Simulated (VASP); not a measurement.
BaTiO3, 5 atoms in the cell. Symmetry: R3m, No. 160, trigonal system. The conventional cell has a = 5.655 Å, b = 5.655 Å, c = 6.953 Å, α = 90.00°, β = 90.00°, γ = 120.00°. Within 3.7 Å of Ba (site symmetry 3m) lie 12 O at 2.79 to 2.88 Å and 8 Ti at 3.38 to 3.57 Å. Ti (site symmetry 3m) has 6 O at 1.88 to 2.14 Å within 2.5 Å. O (site symmetry m) has 2 Ti at 1.88 to 2.14 Å within 2.5 Å. 

| Quantity | Value |
| --- | --- |
| Program | VASP 6.6.1 |
| Task | single point |
| Functional | PBE |
| Potentials or basis | VASP PAW PBE potentials, release 64 (Ba_sv, Ti_sv, O_h) |
| Cutoff | 910 eV |
| k mesh | 6 × 6 × 6 |
| Occupations | gaussian, width 0.02 eV |
| Spin | no spin polarisation |
| Dipole correction | no |
| Second run | hard_potentials |
| Further INCAR settings | ALGO = Normal; EDIFF = 1e-06; NBANDS = 28 |

Potentials or basis: VASP PAW PBE potentials, release 64 (Ba_sv, Ti_sv, O_h).

The run is started by

```sh
$ cat potpaw_PBE.64/Ba_sv/POTCAR potpaw_PBE.64/Ti_sv/POTCAR potpaw_PBE.64/O_h/POTCAR > POTCAR
$ mpirun -np 1 vasp_std > vasp.out
```

Hardware: 1 thread of Intel(R) Xeon(R) Platinum 8259CL CPU @ 2.50GHz (Skylake/Cascade Lake), on a shared host.

**Question.** Estimate the wall time of this run.

**Answer.** Wall time 2.1 min on 1 thread of Intel(R) Xeon(R) Platinum 8259CL CPU @ 2.50GHz (Skylake/Cascade Lake) (shared host), peak memory 0.33 GiB. Counts: scf iterations 16, k points 32.
